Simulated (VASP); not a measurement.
A run of VASP 6.6.1:

POSCAR

```
Te
1.0
    4.4540000000      0.0000000000      0.0000000000
   -2.2270000000      3.8572771485      0.0000000000
    0.0000000000      0.0000000000      5.9240000000
Te
3
Direct
    0.7310000000      0.7310000000      0.0000000000
    0.0000000000      0.2690000000      0.6666666667
    0.2690000000      0.0000000000      0.3333333333
```

INCAR.step1

```
SYSTEM = Te
  PREC = Accurate
  ENCUT = 520
  EDIFF = 1E-5
  ISMEAR = -1
  SIGMA = 0.05
  LREAL = .False.
  LASPH = .True.
  NELM = 80
  ALGO = Normal
  ISIF = 2
  LWAVE = .True.
  LCHARG = .False.
  GGA = PE
  NBANDS = 16
```

The input INCAR.step2:

```
SYSTEM = Te
  PREC = Accurate
  ENCUT = 520
  EDIFF = 1E-6
  ISMEAR = -1
  SIGMA = 0.05
  LREAL = .False.
  LASPH = .True.
  NELM = 80
  ALGO = Normal
  ISIF = 2
  LWAVE = .False.
  LCHARG = .False.
  GGA = PE
  LHFCALC = .True.
  AEXX = 0.35
  HFSCREEN = 0.2078699
  PRECFOCK = Normal
  ISTART = 1
  NBANDS = 16
```

File KPOINTS:

```
regular mesh
0
Gamma
  4 4 3
  0 0 0
```

Potentials or basis: VASP PAW PBE potentials, release 64 (Te).

Launch:

```bash
$ cat potpaw_PBE.64/Te/POTCAR > POTCAR
$ cp INCAR.step1 INCAR
$ mpirun -np 1 vasp_std > vasp.out
$ cp INCAR.step2 INCAR
$ mpirun -np 1 vasp_std > vasp.out
```

Hardware: 1 thread of AMD EPYC 7R43 64-Core Processor (Zen 3), with other jobs on the host.

Task: Estimate the wall time of this run.

Result: Run time: 14 min on 1 thread of AMD EPYC 7R43 64-Core Processor (Zen 3), on a shared host, peak memory 0.31 GiB. Counts: k points 9.
